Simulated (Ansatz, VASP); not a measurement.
## One calculation of Pb, two programs

INCAR

```
SYSTEM = Pb
PREC = Accurate
ENCUT = 520
EDIFF = 1E-6
ISMEAR = 0
SIGMA = 0.15
LREAL = .FALSE.
LASPH = .TRUE.
NELM = 60
ALGO = Fast
ISIF = 2
LWAVE = .FALSE.
LCHARG = .TRUE.
GGA = CA
LELF = .TRUE.
LVHAR = .TRUE.
NBANDS = 13
```

Contents of KPOINTS:

```
regular mesh
0
G
  16 16 16
  0 0 0
```

The input POSCAR:

```
Pb
1.0
    0.0000000000      2.5685920000      2.6673840000
    2.5685920000      0.0000000000      2.6673840000
    2.5685920000      2.5685920000      0.0000000000
Pb
1
Direct
    0.0000000000      0.0000000000      0.0000000000
```

Input for Ansatz:

```yaml
crystal:
  lattice:
    - [0.0, 2.568592, 2.667384]
    - [2.568592, 0.0, 2.667384]
    - [2.568592, 2.568592, 0.0]
  atoms:
    - { symbol: Pb, position: [0.0, 0.0, 0.0] }
basis:
  ecutwfc: 420
kpoints:
  mp_grid: { grid: [16, 16, 16] }
hamiltonian:
  xc: lda
scf:
  occupations: { method: gaussian, width: 0.15 }
output:
  forces: true
  stress: true
  eigenvalues: true
```

Change from the starting cell: strain +0.040 along x and y, +0.080 along z, atoms carried along.

Alike in both runs: task single point; functional LDA; k mesh 16 × 16 × 16; occupations gaussian, width 0.15 eV; no spin polarisation.

```csv
,VASP,Ansatz
version,VASP 6.6.1,Ansatz 0.2.0
potentials or method,"VASP PAW LDA potentials, release 64 (Pb_d), cutoff 520 eV","scalar-relativistic, plane waves, PAW"
valence electrons in the cell,14,14
```

```csv
,VASP,Ansatz,Ansatz less VASP
gap on the k mesh at the Fermi level (eV),none,none,-
pressure (GPa),-6.3,-6.3,-0.02
"traceless stress, the component that is largest in VASP (GPa)",-0.13,-0.12,+0.006
```

LDA's correlation is that of Perdew and Zunger in VASP and of Perdew and Wang (1992) in Ansatz. A gap of «none» marks a metal or a gap that the smearing closes.

Neither program's run includes spin-orbit coupling.
